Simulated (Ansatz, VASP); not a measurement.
# Two plane-wave programs on KCl

```
K Cl
1.0
     0.00000    3.17608    3.17608
     2.93700    0.04971    3.12637
     2.93700    3.12637    0.04971
K Cl
1 1
Cartesian
  0.0000 0.1779 0.1779
  2.9370 2.9982 2.9982
```

Alike in both runs: task single point; functional PBE; k mesh 6 × 6 × 6; occupations gaussian, width 0.02 eV; no spin polarisation.

|  | VASP | Ansatz |
| --- | --- | --- |
| version | VASP 6.6.1 | Ansatz 0.2.0 |
| potentials or method | VASP PAW PBE potentials, release 64 (K_sv, Cl), cutoff 520 eV | scalar-relativistic, plane waves, PAW |
| valence electrons in the cell | 16 | 16 |

Ansatz gave:

| Item | Value |
| --- | --- |
| gap on the k mesh at the Fermi level (eV) | 5.53 |
| least direct gap on the mesh (eV) | 5.53 |
| pressure (GPa) | 4.9 |
| traceless stress, the component that is largest in VASP (GPa) | -1.29 |
| rms of the force components (eV/Å) | 0.480 |

Which values does VASP return?

gap on the k mesh at the Fermi level (eV): 5.53; least direct gap on the mesh (eV): 5.53; pressure (GPa): 5.0; traceless stress, the component that is largest in VASP (GPa): -1.31; rms of the force components (eV/Å): 0.489.

Atom by atom the forces differ by 0.009 eV/Å (rms over components).
